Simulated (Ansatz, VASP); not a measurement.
## Two plane-wave programs on ScAl3N4

```
Al Sc N
1.0
     6.48584   -0.00892   -0.00507
    -3.25065    5.61244    0.00507
    -0.00790    0.00456   10.10766
Al Sc N
12 4 16
Direct
  0.33680 0.16320 0.75148
  0.16353 0.82739 0.99612
  0.33192 0.66980 0.25385
  0.16792 0.83479 0.50222
  0.33361 0.67168 0.74649
  0.67261 0.33647 0.99612
  0.83020 0.16808 0.25385
  0.66521 0.33208 0.50222
  0.82832 0.16639 0.74649
  0.83622 0.66378 0.25191
  0.66536 0.83464 0.49806
  0.83533 0.66467 0.74587
  0.16267 0.33733 0.99180
  0.33775 0.16225 0.24379
  0.16585 0.33415 0.49779
  0.66691 0.83309 0.99611
  0.15807 0.34193 0.20484
  0.34230 0.15770 0.44871
  0.16795 0.33205 0.70754
  0.34333 0.15667 0.94394
  0.15503 0.80990 0.18586
  0.34115 0.68816 0.44262
  0.16613 0.83383 0.69098
  0.32679 0.68086 0.93203
  0.69010 0.34497 0.18586
  0.81184 0.15885 0.44262
  0.66617 0.33387 0.69098
  0.81914 0.17321 0.93203
  0.66763 0.83237 0.20442
  0.83396 0.66604 0.44414
  0.66767 0.83233 0.69125
  0.84257 0.65743 0.93402
```

Alike in both runs: functional PBE; k mesh 4 × 4 × 3; no spin polarisation.

Ansatz relaxed the structure, and its values are those at the end. VASP's run is a single point on that final structure, the one shown.

|  | VASP | Ansatz |
| --- | --- | --- |
| version | VASP 6.6.1 | Ansatz 0.2.0 |
| potentials or method | VASP PAW PBE potentials, release 64 (Al, Sc_sv, N) | scalar-relativistic, plane waves, PAW |
| plane-wave cutoff (eV) | 520 | 420 |
| occupations | gaussian, width 0.01 eV | fixed |
| valence electrons in the cell | 160 | 160 |

```tsv
	VASP	Ansatz	Ansatz less VASP
gap on the k mesh at the Fermi level (eV)	3.62	3.61	-0.007
least direct gap on the mesh (eV)	3.62	3.62	-0.007
pressure (GPa)	0.9	0.8	-0.10
rms of the force components (eV/Å)	0.025	0.001	-0.0242
```

Ansatz's warnings: stress scf threshold loose.
